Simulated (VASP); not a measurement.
Set up this calculation in VASP 6.6.1, as the native input.

```yaml
Task: single point
Functional: PBE
Potentials_or_basis: VASP PAW PBE potentials, release 64 (As, Se)
Cutoff: 520 eV
k_mesh: 6 × 6 × 6
Occupations: gaussian, width 0.1 eV
Spin: no spin polarisation
Dipole_correction: no
Further_INCAR_settings: ALGO = Normal; EDIFF = 1e-07; NBANDS = 16
```

The structure of AsSe2 lies in POSCAR:

```
AsSe2
1.0
   -1.9638160900      1.9638160900      4.9007088600
    1.9638160900     -1.9638160900      4.9007088600
    1.9638160900      1.9638160900     -4.9007088600
As Se
1 2
Direct
    0.0000000000      0.0000000000      0.0000000000
    0.3260000100      0.3260000100      0.0000000000
    0.6739999900      0.6739999900      0.0000000000
```

The cell was built from a structure type or drawn by symmetry, and may not be a known phase.

The input as run:

INCAR

```
  PREC = Accurate
  ENCUT = 520
  EDIFF = 1E-7
  ISMEAR = 0
  SIGMA = 0.1
  LREAL = F
  LASPH = T
  NELM = 100
  ALGO = Normal
  ISIF = 2
  LWAVE = F
  LCHARG = T
  GGA = PE
  LELF = T
  LVHAR = T
  NBANDS = 16
```

KPOINTS

```
Automatic mesh
0
Gamma
  6 6 6
```

Potentials or basis: VASP PAW PBE potentials, release 64 (As, Se).

Command:

```bash
$ cat potpaw_PBE.64/As/POTCAR potpaw_PBE.64/Se/POTCAR > POTCAR
$ mpirun -np 1 vasp_std > vasp.out
```

Results of the run:

```yaml
Pressure: -9.6 GPa
Largest_force: 0.346 eV/Å
Band_gap_on_the_k_mesh: zero (an odd number of electrons rules out a gap without spin polarisation)
```

Caveat: the cell stands under tension.

Wall time 33 s on 1 thread of Intel(R) Xeon(R) 6975P-C (Granite Rapids), with other jobs on the host, peak memory 0.26 GiB.
